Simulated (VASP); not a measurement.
C:

```xyz
1
Lattice="1.9261 0.0000 0.0000 0.0000 1.9261 0.0000 0.0000 0.0000 1.9261" Properties=species:S:1:pos:R:3 pbc="T T T"
C     0.0000    0.0000    0.0000
```

- Program: VASP 6.6.1
- Task: relaxation of cell and atoms
- Functional: LDA
- Potentials or basis: VASP PAW LDA potentials, release 64 (C)
- Cutoff: 600 eV
- k mesh: 16 × 16 × 16
- Occupations: fermi-dirac, width 0.1 eV
- Spin: no spin polarisation

At the start: pressure -57.3 GPa; volume 7.15 Å³/atom.

Question: Where does the relaxation end?

Answer: Over 6 steps the energy falls by 433.3 meV/atom and the volume is 5.31 Å³/atom (-25.6 %); space group Pm-3m (No. 221, to 0.05 Å).

The path:
```
step  energy change (eV)  largest force (eV/Å)  pressure (GPa)  volume (Å³)
   1              0.0000                0.0000          -57.28         7.15
   2             -0.3647                0.0000           47.81         4.82
   3             -0.4333                0.0000           -0.86         5.32
   4             -0.4332                0.0000            1.64         5.29
   5             -0.4333                0.0000           -1.39         5.33
   6             -0.4333                0.0000            0.00         5.31
```

Final structure:
```xyz
1
Lattice="1.7449 0.0000 0.0000 0.0000 1.7449 0.0000 0.0000 0.0000 1.7449" Properties=species:S:1:pos:R:3 pbc="T T T"
C     0.0000    0.0000    0.0000
```

Caveat: the volume moved by over 15 % at a fixed basis, so the end points are rough.
